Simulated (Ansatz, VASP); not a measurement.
**One calculation of KF, two programs**

POSCAR

```
KF
1.0
   -0.0250976822      2.9354014298      2.9354014298
    2.9354014298     -0.0250976822      2.9354014298
    2.9103037476      2.9103037476      0.0000000000
K F
1 1
Direct
   -0.0019075938     -0.0019075938      0.0019075938
    0.2519075938      0.2519075938      0.2480924062
```

INCAR.step1

```
  PREC = Accurate
  ENCUT = 520
  ISMEAR = 0
  SIGMA = 0.01
  LREAL = False
  LASPH = True
  NELM = 100
  NBANDS = 15
  GGA = PE
  ALGO = Normal
  EDIFF = 1E-4
  LWAVE = True
  LCHARG = False
```

Contents of INCAR.step2:

```
  PREC = Accurate
  ENCUT = 520
  EDIFF = 1E-7
  ISMEAR = 0
  SIGMA = 0.01
  LREAL = False
  LASPH = True
  NELM = 100
  ALGO = Normal
  ISIF = 2
  LWAVE = False
  LCHARG = False
  METAGGA = R2SCAN
  LMIXTAU = True
  NBANDS = 15
  ISTART = 1
```

The input KPOINTS:

```
Automatic mesh
0
Gamma
  8 8 8
```

Input for Ansatz:

```yaml
crystal:
  lattice:
    - [-0.0250976822, 2.9354014298, 2.9354014298]
    - [2.9354014298, -0.0250976822, 2.9354014298]
    - [2.9103037476, 2.9103037476, 0.0]
  atoms:
    - { symbol: K, position: [-0.0019075938, -0.0019075938, 0.0019075938] }
    - { symbol: F, position: [0.2519075938, 0.2519075938, 0.2480924062] }
kpoints:
  mp_grid: { grid: [8, 8, 8] }
  band_path:
    path:
      - [0.0, 0.0, 0.0]
      - [-0.5, -0.5, 0.0]
      - [-0.375, -0.375, 0.25]
      - [-0.375, 0.0, 0.375]
      - [0.0, 0.0, 0.5]
      - [-0.5, -0.25, 0.25]
    npoints: 1
hamiltonian:
  xc: r2scan
scf:
  occupations: { method: fixed }
  n_extra_bands: 4
output:
  forces: true
  stress: true
  eigenvalues: true
```

Change from the starting cell: shear_xy strain -1.7%.

Alike in both runs: task single point; functional r2SCAN; k mesh 8 × 8 × 8; no spin polarisation.

|  | VASP | Ansatz |
| --- | --- | --- |
| version | VASP 6.6.1 | Ansatz 0.2.0 |
| potentials or method | VASP PAW PBE potentials, release 64 (K_sv, F) | plane waves, PAW |
| plane-wave cutoff (eV) | 520 | 500 |
| occupations | gaussian, width 0.01 eV | fixed |
| valence electrons in the cell | 16 | 16 |

Ansatz gave:

```
gap on the k mesh at the Fermi level (eV)                     : 5.75
pressure (GPa)                                                : 0.0
traceless stress, the component that is largest in VASP (GPa) : 0.11
```

Problem. Which values does VASP return?

Solution. gap on the k mesh at the Fermi level (eV): 5.74; pressure (GPa): 0.0; traceless stress, the component that is largest in VASP (GPa): 0.11.

VASP's potentials were made for PBE, not for r2SCAN.
